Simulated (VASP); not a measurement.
# BSe in VASP: further runs, part 2 of 2

VASP 6.6.1. The steps go on from the part before.

**4. Single point, PBE**

The input, INCAR:

```
ALGO = Normal
EDIFF = 1E-6
ENCUT = 500
GGA = PE
GGA_COMPAT = F
ISIF = 2
ISMEAR = 0
LASPH = T
LCHARG = T
LELF = T
LREAL = F
LVHAR = T
LWAVE = F
NBANDS = 12
NELM = 120
PREC = Accurate
SIGMA = 0.1
```

The input, KPOINTS:

```
k-points
0
Gamma
  6 6 6
```

The input, POSCAR:

```
BSe
1.0
    1.6597783969      0.9582735043      2.7107224645
   -1.6597783969      0.9582735043      2.7107224645
    0.0000000000     -1.9165470085      2.7107224645
B Se
1 1
Direct
    0.0000000000      0.0000000000      0.0000000000
    0.5000000000      0.5000000000      0.5000000000
```

Potentials or basis: VASP PAW PBE potentials, release 64 (B, Se).

On the command line:

```bash
$ cat potpaw_PBE.64/B/POTCAR potpaw_PBE.64/Se/POTCAR > POTCAR
$ mpirun -np 1 vasp_std > vasp.out
```

OUTCAR:

```text
EDIFF = 1E-6
   ENCUT = 500
   GGA = PE
   ISIF = 2
   ISMEAR = 0
   LASPH = T
   LREAL = F
   NELM = 120
   PREC = Accurate

 ion  position               nearest neighbor table
   1  0.000  0.000  0.000-   2 2.35   2 2.35   2 2.35   2 2.35   2 2.35   2 2.35
   2  0.500  0.500  0.500-   1 2.35   1 2.35   1 2.35   1 2.35   1 2.35   1 2.35

  LATTYP: Found a trigonal (rhomboedric) cell.
 ALAT       =     3.3198145604
 COS(alpha) =     0.5000776418

  Lattice vectors:

[... 544 lines left out ...]

 [... further k-points ...]

------------------------ aborting loop because EDIFF is reached ----------------------------------------

  FORCE on cell =-STRESS in cart. coord.  units (eV):
  Direction    XX          YY          ZZ          XY          YZ          ZX
  --------------------------------------------------------------------------------------
  -------------------------------------------------------------------------------------
  Total        0.0156021      0.0156021      0.0110869      0.0000000      0.0000000     -0.0000000
  in kB        0.9663122      0.9663122      0.6866635      0.0000000      0.0000000     -0.0000000
  external PRESSURE =       0.8730959 kB  Pullay stress =       0.0000000 kB

 VOLUME and BASIS-vectors are now :
 -----------------------------------------------------------------------------
  energy-cutoff  :      500.00
  volume of cell :       25.87
      direct lattice vectors                 reciprocal lattice vectors
     1.659778397  0.958273504  2.710722464     0.301245034  0.173923902  0.122968448
    -1.659778397  0.958273504  2.710722464    -0.301245034  0.173923902  0.122968448
     0.000000000 -1.916547009  2.710722464     0.000000000 -0.347847803  0.122968448

 POSITION                                       TOTAL-FORCE (eV/Angst)
 -----------------------------------------------------------------------------------
      0.00000      0.00000      0.00000        -0.000000      0.000000     -0.000000
      0.00000      0.00000      4.06608         0.000000     -0.000000      0.000000
 -----------------------------------------------------------------------------------
    total drift:                               -0.000000      0.000000     -0.000000

  FREE ENERGIE OF THE ION-ELECTRON SYSTEM (eV)
  ---------------------------------------------------
  free  energy   TOTEN  =        -8.3337867258 eV

  energy  without entropy=       -8.3305520713  energy(sigma->0) =       -8.33216940
```

OSZICAR:

```text
N       E                     dE             d eps       ncg     rms          rms(c)
DAV:   1     0.185371418451E+02    0.18537E+02   -0.38733E+03   768   0.608E+02
DAV:   2    -0.753158675930E+01   -0.26069E+02   -0.25000E+02   992   0.111E+02
DAV:   3    -0.842227768443E+01   -0.89069E+00   -0.88108E+00   984   0.186E+01
DAV:   4    -0.842463733598E+01   -0.23597E-02   -0.23591E-02   868   0.105E+00
DAV:   5    -0.842464064985E+01   -0.33139E-05   -0.33150E-05   968   0.414E-02    0.520E+00
DAV:   6    -0.832980581866E+01    0.94835E-01   -0.45144E-01   816   0.228E+00    0.287E+00
DAV:   7    -0.833237433785E+01   -0.25685E-02   -0.22058E-02   908   0.873E-01    0.132E+00
DAV:   8    -0.833371388066E+01   -0.13395E-02   -0.20899E-03   808   0.303E-01    0.428E-02
DAV:   9    -0.833376767155E+01   -0.53791E-04   -0.79941E-05   912   0.502E-02    0.382E-02
DAV:  10    -0.833378661029E+01   -0.18939E-04   -0.23375E-05   804   0.344E-02    0.583E-03
DAV:  11    -0.833378672577E+01   -0.11549E-06   -0.16813E-06   616   0.511E-03
   1 F= -.83337867E+01 E0= -.83321694E+01  d E =-.323465E-02
```

stdout:

```text
POSCAR found type information on POSCAR B Se
 POSCAR found :  2 types and       2 ions
 scaLAPACK will be used
 LDA part: xc-table for (Slater+PW92), standard interpolation
 POSCAR, INCAR and KPOINTS ok, starting setup
 FFT: planning ... GRIDC
 FFT: planning ... GRID_SOFT
 FFT: planning ... GRID
 WAVECAR not read
 entering main loop
```

Wall time 6.2 s (1 thread of AMD EPYC 7R13 (Zen 3), shared host); peak memory 0.11 GiB.

Results:

| Property | Result |
| --- | --- |
| Free energy | -8.3338 eV |
| Pressure | 0.1 GPa |
| Band gap on the k mesh | zero (an odd number of electrons rules out a gap without spin polarisation) |

Caveat: the k points lie up to 0.39 Å⁻¹ apart, too coarse for converged energies and pressures of a metal.

**5. Single point, PBE**

This run uses another cell than the first one, of 17.46 Å³/atom.

The input, INCAR:

```
SYSTEM = BSe
  PREC = Accurate
  ENCUT = 500
  EDIFF = 1E-6
  ISMEAR = 0
  SIGMA = 0.1
  LREAL = .False.
  LASPH = .True.
  NELM = 120
  ALGO = Normal
  ISIF = 2
  LWAVE = .False.
  LCHARG = .False.
  GGA = PE
  NBANDS = 12
  GGA_COMPAT = .False.
```

The input, KPOINTS:

```
Automatic mesh
0
Gamma
  6 6 6
  0 0 0
```

The input, POSCAR:

```
BSe
1.0
    1.8253612006      1.0538727806      3.0258206078
   -1.8253612006      1.0538727806      3.0258206078
    0.0000000000     -2.1077455611      3.0258206078
B Se
1 1
Direct
    0.0000000000      0.0000000000      0.0000000000
    0.5000000000      0.5000000000      0.5000000000
```

On the command line:

```bash
$ cat potpaw_PBE.64/B/POTCAR potpaw_PBE.64/Se/POTCAR > POTCAR
$ mpirun -np 1 vasp_std > vasp.out
```

Wall time 8.3 s (1 thread of AMD EPYC 7R13 (Zen 3), shared host); peak memory 0.12 GiB.

The run converged. Its results:

| Property | Result |
| --- | --- |
| Free energy | -7.6818 eV |
| Pressure | -17.4 GPa |
| Band gap on the k mesh | zero (an odd number of electrons rules out a gap without spin polarisation) |

Stress tensor (GPa, compression positive):
```
-16.90   0.00   0.00
  0.00 -16.90   0.00
  0.00   0.00 -18.35
```

Levels at points of the mesh, in eV from the Fermi level:
```tsv
k point	band 1	band 2	band 3	band 4	band 5	band 6	band 7	band 8	band 9
(0.00, 0.00, 0.00)	-14.42	-1.85	-1.10	-0.92	-0.92	4.76	4.76	4.84	8.44
(0.50, 0.00, 0.00)	-12.78	-7.60	-0.65	-0.58	1.37	1.45	1.68	2.68	11.50
(0.50, 0.50, 0.00)	-12.30	-5.73	-4.18	-3.22	-3.08	4.84	6.37	6.42	7.80
(0.50, 0.50, 0.50)	-12.84	-7.67	-0.51	-0.51	1.51	1.51	1.80	2.83	11.44
```

Caveat: the cell stands under tension.

**6. The runs side by side**

```tsv
cell	gap on the mesh (eV)	pressure (GPa)
a = 3.320 Å, angles 60.0°, 2 atoms	none	0.1
a = 3.604 Å, angles 60.0°, 2 atoms	none	-16.3
a = 3.688 Å, angles 59.3°, 2 atoms	none	-17.4
```

Alike in all rows: task single point; level PBE; potentials or basis VASP PAW PBE potentials, release 64 (B, Se); no spin polarisation; k mesh 6 × 6 × 6; cutoff (eV) 500; smearing gaussian 0.1 eV.

Caveats: some runs use coarse meshes; the cell stands under tension (at least some runs).

Total energies depend on the potentials used, so only differences within one code and one set of settings carry meaning.
